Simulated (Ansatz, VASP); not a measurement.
# Two plane-wave programs on MgSe

```
CELL_PARAMETERS angstrom
0.00000 2.68866 2.68866
2.68866 0.00000 2.68866
2.68866 2.68866 0.00000
ATOMIC_POSITIONS crystal
Mg 0.00000 0.00000 0.00000
Se 0.50000 0.50000 0.50000
```

Change from the starting cell: volume scaled by 0.96, PAW files.

Alike in both runs: task electric field gradients; functional PBE; k mesh 8 × 8 × 8; occupations fermi-dirac, width 0.02 eV; no spin polarisation.

```csv
,VASP,Ansatz
version,VASP 6.6.1,Ansatz 0.2.0
potentials or method,"VASP PAW PBE potentials, release 64 (Mg, Se)","PAW with Ansatz's default frozen-core files, scalar-relativistic"
plane-wave cutoff (eV),520,420
valence electrons in the cell,8,26
```

VASP gave:

* gap on the k mesh at the Fermi level (eV): 1.87
* pressure (GPa): 5.0

Task: Estimate Ansatz's values.

Result: gap on the k mesh at the Fermi level (eV): 1.89; pressure (GPa): 5.1.

The functional is the same, so the differences come from potentials, cutoffs and numerics. VASP's potentials hold 8 valence electrons a cell and Ansatz's 26, so a difference there can come from the potentials and not from the codes.
